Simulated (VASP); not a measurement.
# LiF in VASP: further runs, part 2 of 2

VASP 6.6.1.

**3. Single point, LDA (strain +0.050 along x and y, +0.025 along z)**

Input file INCAR:

```
ALGO     = Normal         # electronic algorithm
EDIFF    = 1E-6           # SCF threshold, eV
ENCUT    = 520            # plane-wave cutoff, eV
GGA      = CA             # functional
ISIF     = 2              # what is computed and relaxed
ISMEAR   = 0              # smearing method
LASPH    = T              # aspherical terms in the spheres
LCHARG   = T              # write CHGCAR
LELF     = T              # ELF
LREAL    = F              # projectors in reciprocal space
LVHAR    = T            
LWAVE    = F              # write WAVECAR
NBANDS   = 12             # bands
NELM     = 80             # most SCF steps
PREC     = Accurate       # precision mode
SIGMA    = 0.05           # smearing width, eV
```

Input file KPOINTS:

```
k-points
0
Gamma
  10 10 10
```

Input file POSCAR:

```
LiF
1.0
    0.0000000000      2.1147000000      2.0643500000
    2.1147000000      0.0000000000      2.0643500000
    2.1147000000      2.1147000000      0.0000000000
Li F
1 1
Direct
    0.0000000000      0.0000000000      0.0000000000
    0.5000000000      0.5000000000      0.5000000000
```

Potentials or basis: VASP PAW LDA potentials, release 64 (Li_sv, F).

Started as:

```
$ cat potpaw_LDA.64/Li_sv/POTCAR potpaw_LDA.64/F/POTCAR > POTCAR
$ mpirun -np 1 vasp_std > vasp.out
```

Wall time 13 s (1 thread of Intel Xeon Platinum 8488C (Sapphire Rapids), shared host); peak memory 0.13 GiB.

Results (log left out):

| Property | Result |
| --- | --- |
| Free energy | -10.3486 eV |
| Band gap on the k mesh | 7.80 eV, direct |

Levels at points of the mesh, in eV from the valence-band top:
```csv
k point,band 1,band 2,band 3,band 4,band 5,band 6,band 7,band 8,band 9,band 10
"(0.00, 0.00, 0.00)",-40.06,-19.28,-0.06,0.00,0.00,7.80,21.76,21.76,22.25,22.65
"(0.50, 0.00, 0.00)",-40.02,-18.91,-2.25,-0.23,-0.19,9.75,14.98,17.27,17.67,27.74
"(0.50, 0.50, 0.00)",-40.00,-18.69,-2.63,-0.92,-0.92,13.59,15.24,15.76,18.18,18.18
"(0.50, 0.00, 0.50)",-40.01,-18.72,-2.64,-0.93,-0.79,13.19,15.55,15.69,18.34,18.66
```

Caveat: the cell differs from its parent crystal (strain +0.050 along x and y, +0.025 along z); the cutoff is under 1.25 times the usual one of these potentials, so pressure, stress and relaxed cells hold a basis-set (Pulay) error. A k mesh can miss the band edges.

**4. Single point, LDA (strain -0.050 along x and y, -0.050 along z)**

Input file INCAR:

```
SYSTEM = LiF
PREC = Accurate
ENCUT = 520
EDIFF = 1E-7
ISMEAR = 0
SIGMA = 0.05
LREAL = .FALSE.
LASPH = .TRUE.
NELM = 100
ALGO = Normal
ISIF = 2
LWAVE = .FALSE.
LCHARG = .FALSE.
NBANDS = 12
```

Input file KPOINTS:

```
regular mesh
0
G
  10 10 10
  0 0 0
```

Input file POSCAR:

```
LiF
1.0
    0.0000000000      1.9133000000      1.9133000000
    1.9133000000      0.0000000000      1.9133000000
    1.9133000000      1.9133000000      0.0000000000
Li F
1 1
Direct
    0.0000000000      0.0000000000      0.0000000000
    0.5000000000      0.5000000000      0.5000000000
```

Potentials or basis: VASP PAW LDA potentials, release 64 (Li_sv, F).

Started as:

```
$ cat potpaw_LDA.64/Li_sv/POTCAR potpaw_LDA.64/F/POTCAR > POTCAR
$ mpirun -np 1 vasp_std > vasp.out
```

OUTCAR:

```text
SYSTEM = LiF
   PREC = Accurate
   ENCUT = 520
   EDIFF = 1E-7
   ISMEAR = 0
   LREAL = .FALSE.
   LASPH = .TRUE.
   NELM = 100
   ISIF = 2

 ion  position               nearest neighbor table
   1  0.000  0.000  0.000-   2 1.91   2 1.91   2 1.91   2 1.91   2 1.91   2 1.91
   2  0.500  0.500  0.500-   1 1.91   1 1.91   1 1.91   1 1.91   1 1.91   1 1.91

  LATTYP: Found a face centered cubic cell.
 ALAT       =     3.8266000000

  Lattice vectors:

 A1 = (   0.0000000000,   1.9133000000,   1.9133000000)
 A2 = (   1.9133000000,   0.0000000000,   1.9133000000)
 A3 = (   1.9133000000,   1.9133000000,   0.0000000000)

Analysis of symmetry for initial positions (statically):
=====================================================================
 Subroutine PRICEL returns:
 Original cell was already a primitive cell.

 Routine SETGRP: Setting up the symmetry group for a
 face centered cubic supercell.

 Subroutine GETGRP returns: Found 48 space group operations
 (whereof 48 operations were pure point group operations)
 out of a pool of 48 trial point group operations.

The static configuration has the point symmetry O_h .

Analysis of symmetry for dynamics (positions and initial velocities):
=====================================================================
 Subroutine PRICEL returns:
[... 171 lines left out ...]
      4      -0.2461      2.00000
      5      -0.2461      2.00000
      6      10.1163      0.00000
      7      25.1887      0.00000
      8      25.1887      0.00000
      9      25.1887      0.00000
     10      25.2413      0.00000
     11      25.2413      0.00000
     12      25.2413      0.00000
[... 331 lines left out ...]
 k-point    24 :       0.4000    0.3000    0.0000
  band No.  band energies     occupation
      1     -39.6296      2.00000
      2     -19.5505      2.00000
      3      -3.1629      2.00000
      4      -1.3769      2.00000
      5      -1.2332      2.00000
      6      14.0027      0.00000
      7      17.0300      0.00000
      8      19.5988      0.00000
      9      21.1596      0.00000
     10      22.2775      0.00000
     11      37.0234      0.00000
     12      37.0843      0.00000

 [... further k-points ...]
[... 5 lines left out ...]
  --------------------------------------------------------------------------------------
  -------------------------------------------------------------------------------------
  Total        0.5347970      0.5347970      0.5347970      0.0000000      0.0000000     -0.0000000
  in kB       61.1674425     61.1674425     61.1674425      0.0000000      0.0000000     -0.0000000
  external PRESSURE =      61.1674425 kB  Pullay stress =       0.0000000 kB

 VOLUME and BASIS-vectors are now :
 -----------------------------------------------------------------------------
  energy-cutoff  :      520.00
  volume of cell :       14.01
      direct lattice vectors                 reciprocal lattice vectors
     0.000000000  1.913300000  1.913300000    -0.261328595  0.261328595  0.261328595
     1.913300000  0.000000000  1.913300000     0.261328595 -0.261328595  0.261328595
     1.913300000  1.913300000  0.000000000     0.261328595  0.261328595 -0.261328595

 POSITION                                       TOTAL-FORCE (eV/Angst)
 -----------------------------------------------------------------------------------
      0.00000      0.00000      0.00000         0.000000      0.000000      0.000000
      1.91330      1.91330      1.91330        -0.000000     -0.000000     -0.000000
 -----------------------------------------------------------------------------------
    total drift:                                0.000000      0.000000      0.000000

  FREE ENERGIE OF THE ION-ELECTRON SYSTEM (eV)
  ---------------------------------------------------
  free  energy   TOTEN  =       -10.4812093879 eV

  energy  without entropy=      -10.4812093879  energy(sigma->0) =      -10.48120939
```

stdout:

```text
POSCAR found type information on POSCAR LiF
 POSCAR found :  2 types and       2 ions
 scaLAPACK will be used
 LDA part: xc-table for (Slater(with rela. corr.)+CA(PZ))
 , standard interpolation
 POSCAR, INCAR and KPOINTS ok, starting setup
 FFT: planning ... GRIDC
 FFT: planning ... GRID_SOFT
 FFT: planning ... GRID
 WAVECAR not read
 entering main loop
```

Wall time 3 s (1 thread of Intel Xeon 6975P-C (Granite Rapids), shared host); peak memory 0.11 GiB.

Results:

```yaml
Free_energy: -10.4812 eV
Band_gap_on_the_k_mesh: 10.36 eV, direct
```

Caveat: the cell differs from its parent crystal (strain -0.050 along x and y, -0.050 along z); the cutoff is under 1.25 times the usual one of these potentials, so pressure, stress and relaxed cells hold a basis-set (Pulay) error.

**5. The runs side by side**

| cell | gap on the mesh (eV) |
| --- | --- |
| a = 2.955, b = 2.955, c = 2.919 Å, angles 60.4, 60.4, 59.2°, 2 atoms | 7.97 |
| a = 2.955, b = 2.955, c = 2.991 Å, angles 59.6, 59.6, 60.8°, 2 atoms | 7.80 |
| a = 2.706 Å, angles 60.0°, 2 atoms | 10.36 |

Alike in all rows: task single point; level LDA; potentials or basis VASP PAW LDA potentials, release 64 (Li_sv, F); no spin polarisation; k mesh 10 × 10 × 10; cutoff (eV) 520; smearing gaussian 0.05 eV.

Caveats: the cutoff is under 1.25 times the usual one of these potentials, so pressure, stress and relaxed cells hold a basis-set (Pulay) error.

Absolute energies hang on the potentials; compare differences alone.
